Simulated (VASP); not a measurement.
Write the native input for VASP 6.6.1 that does the following.

```
Task                   : single point
Functional             : PBEsol
Potentials or basis    : VASP PAW PBE potentials, release 64 (Ni, Si)
Cutoff                 : 520 eV
k mesh                 : 8 × 8 × 8
Occupations            : fermi-dirac, width 0.05 eV
Spin                   : collinear spin, ferromagnetic start
Starting moments       : [1.0, 1.0, 1.0, 0.0] μB
Dipole correction      : no
Further INCAR settings : ALGO = Normal; EDIFF = 1e-06; NBANDS = 29
```

The structure of SiNi3 lies in POSCAR:

```
SiNi3
1.0
    3.5420000000      0.0000000000      0.0000000000
    0.0000000000      3.5420000000      0.0000000000
    0.0000000000      0.0000000000      3.5420000000
Ni Si
3 1
Direct
    0.5000000000      0.5000000000      0.0000000000
    0.5000000000      0.0000000000      0.5000000000
    0.0000000000      0.5000000000      0.5000000000
    0.0000000000      0.0000000000      0.0000000000
```

The input as run:

INCAR

```
SYSTEM = SiNi3
  PREC = Accurate
  ENCUT = 520
  EDIFF = 1E-6
  ISMEAR = -1
  SIGMA = 0.05
  LREAL = .False.
  LASPH = .True.
  NELM = 150
  ALGO = Normal
  ISIF = 2
  LWAVE = .False.
  LCHARG = .False.
  ISPIN = 2
  MAGMOM = 1 1 1 0
  LORBIT = 11
  LMAXMIX = 4
  GGA = PS
  NBANDS = 29
```

KPOINTS

```
Automatic mesh
0
Gamma
  8 8 8
  0 0 0
```

Potentials or basis: VASP PAW PBE potentials, release 64 (Ni, Si).

The run is started by

```sh
$ cat potpaw_PBE.64/Ni/POTCAR potpaw_PBE.64/Si/POTCAR > POTCAR
$ mpirun -np 1 vasp_std > vasp.out
```

It gave:

```
Pressure                                              : -13.9 GPa
Band gap on the k mesh                                : zero (filled and empty bands overlap)
Net moment                                            : 0.00 μB per cell
Valence electrons inside the program's atomic spheres : Ni 9.41; Si 1.53
```

Caveat: the PAW data sets were made with another functional, which shifts forces and pressure a little.

It took 88 s on 1 thread of Intel Xeon 6975P-C, on a shared host, peak memory 0.21 GiB.
